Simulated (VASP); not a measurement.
# GaAs (F-43m) in VASP: a series of runs, part 2 of 2

VASP 6.6.1. The steps go on from the part before.

## 3. Single point, revPBE

File INCAR:

```
SYSTEM = GaAs
PREC     = Accurate       ! precision mode
ENCUT    = 520            ! plane-wave cutoff, eV
EDIFF    = 1E-6           ! SCF threshold, eV
ISMEAR   = 0              ! smearing method
SIGMA    = 0.01           ! smearing width, eV
LREAL    = .FALSE.        ! projectors in reciprocal space
LASPH    = .TRUE.         ! aspherical terms in the spheres
NELM     = 60             ! most SCF steps
ALGO     = Normal         ! electronic algorithm
ISIF     = 2              ! what is computed and relaxed
LWAVE    = .FALSE.        ! write WAVECAR
LCHARG   = .FALSE.        ! write CHGCAR
GGA      = RE             ! functional
NBANDS   = 16             ! bands
```

File KPOINTS:

```
regular mesh
0
G
  6 6 6
  0 0 0
```

File POSCAR:

```
GaAs
1.0
    0.0000000000      2.8268500000      2.8268500000
    2.8268500000      0.0000000000      2.8268500000
    2.8268500000      2.8268500000      0.0000000000
Ga As
1 1
Direct
    0.0000000000      0.0000000000      0.0000000000
    0.2500000000      0.2500000000      0.2500000000
```

Potentials or basis: VASP PAW PBE potentials, release 64 (Ga_d, As).

On the command line:

```bash
$ cat potpaw_PBE.64/Ga_d/POTCAR potpaw_PBE.64/As/POTCAR > POTCAR
$ mpirun -np 1 vasp_std > vasp.out
```

OUTCAR:

```text
SYSTEM = GaAs
   PREC = Accurate
   ENCUT = 520
   EDIFF = 1E-6
   ISMEAR = 0
   LREAL = .FALSE.
   LASPH = .TRUE.
   NELM = 60
   ISIF = 2
   GGA = RE

 ion  position               nearest neighbor table
   1  0.000  0.000  0.000-   2 2.45   2 2.45   2 2.45   2 2.45
   2  0.250  0.250  0.250-   1 2.45   1 2.45   1 2.45   1 2.45

  LATTYP: Found a face centered cubic cell.
 ALAT       =     5.6537000000

  Lattice vectors:

 A1 = (   0.0000000000,   2.8268500000,   2.8268500000)
 A2 = (   2.8268500000,   0.0000000000,   2.8268500000)
 A3 = (   2.8268500000,   2.8268500000,   0.0000000000)

Analysis of symmetry for initial positions (statically):
=====================================================================
 Subroutine PRICEL returns:
 Original cell was already a primitive cell.

 Routine SETGRP: Setting up the symmetry group for a
 face centered cubic supercell.

 Subroutine GETGRP returns: Found 24 space group operations
 (whereof 24 operations were pure point group operations)
 out of a pool of 48 trial point group operations.

The static configuration has the point symmetry T_d .

[... 149 lines left out ...]

  energy without entropy =       -7.62741976  energy(sigma->0) =       -7.62741976

 E-fermi :   4.0849     XC(G=0):  -9.4594

 val. band max:        4.0166845517   @ k =   0.0000   0.0000   0.0000
 cond. band min:       4.6276251775   @ k =   0.0000   0.0000   0.0000
 fundamental gap:      0.6109406258
 Fermi energy:         4.0849175336

 k-point     1 :       0.0000    0.0000    0.0000
  band No.  band energies     occupation
      1     -10.8001      2.00000
      2     -10.8001      2.00000
      3     -10.8001      2.00000
      4     -10.7213      2.00000
      5     -10.7213      2.00000
      6      -8.6808      2.00000
[... 281 lines left out ...]
      3     -10.7553      2.00000
      4     -10.7360      2.00000
      5     -10.7142      2.00000
      6      -6.1346      2.00000
[... 8 lines left out ...]
     15      16.2473      0.00000
     16      17.4048      0.00000

------------------------ aborting loop because EDIFF is reached ----------------------------------------

  FORCE on cell =-STRESS in cart. coord.  units (eV):
  Direction    XX          YY          ZZ          XY          YZ          ZX
  --------------------------------------------------------------------------------------
  -------------------------------------------------------------------------------------
  Total        1.3614040      1.3614040      1.3614040      0.0000000      0.0000000     -0.0000000
  in kB       48.2791169     48.2791169     48.2791169      0.0000000      0.0000000     -0.0000000
  external PRESSURE =      48.2791169 kB  Pullay stress =       0.0000000 kB

 VOLUME and BASIS-vectors are now :
 -----------------------------------------------------------------------------
  energy-cutoff  :      520.00
  volume of cell :       45.18
      direct lattice vectors                 reciprocal lattice vectors
     0.000000000  2.826850000  2.826850000    -0.176875321  0.176875321  0.176875321
     2.826850000  0.000000000  2.826850000     0.176875321 -0.176875321  0.176875321
     2.826850000  2.826850000  0.000000000     0.176875321  0.176875321 -0.176875321

 POSITION                                       TOTAL-FORCE (eV/Angst)
 -----------------------------------------------------------------------------------
      0.00000      0.00000      0.00000        -0.000000     -0.000000      0.000000
      1.41342      1.41342      1.41342         0.000000      0.000000     -0.000000
 -----------------------------------------------------------------------------------
    total drift:                                0.000001      0.000001      0.000002

  FREE ENERGIE OF THE ION-ELECTRON SYSTEM (eV)
  ---------------------------------------------------
  free  energy   TOTEN  =        -7.6274197606 eV

  energy  without entropy=       -7.6274197606  energy(sigma->0) =       -7.62741976
```

OSZICAR:

```text
N       E                     dE             d eps       ncg     rms          rms(c)
DAV:   1     0.895719585823E+02    0.89572E+02   -0.89973E+03   512   0.152E+03
DAV:   2    -0.460435626172E+00   -0.90032E+02   -0.85956E+02   576   0.328E+02
DAV:   3    -0.765293429307E+01   -0.71925E+01   -0.71705E+01   656   0.692E+01
DAV:   4    -0.776135966615E+01   -0.10843E+00   -0.10841E+00   608   0.947E+00
DAV:   5    -0.776288240968E+01   -0.15227E-02   -0.15227E-02   632   0.104E+00    0.295E+00
DAV:   6    -0.763601410854E+01    0.12687E+00   -0.20004E-01   784   0.769E+00    0.181E+00
DAV:   7    -0.762309258781E+01    0.12922E-01   -0.67482E-02   648   0.188E+00    0.574E-01
DAV:   8    -0.762633396740E+01   -0.32414E-02   -0.11718E-02   584   0.120E+00    0.112E-01
DAV:   9    -0.762716255253E+01   -0.82859E-03   -0.12972E-03   624   0.384E-01    0.564E-02
DAV:  10    -0.762730291473E+01   -0.14036E-03   -0.11296E-04   632   0.100E-01    0.316E-02
DAV:  11    -0.762741885617E+01   -0.11594E-03   -0.21470E-04   552   0.910E-02    0.429E-03
DAV:  12    -0.762741976058E+01   -0.90440E-06   -0.26914E-06   680   0.195E-02
   1 F= -.76274198E+01 E0= -.76274198E+01  d E =-.472084E-24
```

Wall time 7.8 s (1 thread of AMD EPYC 9R45 (Zen 5), shared host); peak memory 0.14 GiB.

Results:

```yaml
Free_energy: -7.6274 eV
Pressure: 4.8 GPa
Band_gap_on_the_k_mesh: 0.61 eV, direct
```

Caveat: the PAW data sets were made with another functional, which shifts forces and pressure a little. A k mesh can miss the band edges.

## 4. Comparison with measurements

Step 2. A measured gap of GaAs is 1.412 eV (direct; 300 K; “Evidence of valence band perturbations in GaAsN/GaAs(001): A combined variable-angle spectroscopic ellipsometry and modulated photoreflectance investigation”, 2008, arxiv:0805.2212); the calculated 0.33 eV misses it by -1.08 eV. So large a miss can be the level of theory's own, or it may mean another phase, state or a wrong row. 3 values of this kind are on record (1.412 to 1.51 eV); this one was drawn at random among those near their median, those with a stated uncertainty first. Spin-orbit coupling on As, Ga is left out. The value is that of LDA, without temperature or zero-point motion. Semilocal functionals fall short of measured gaps as a rule.
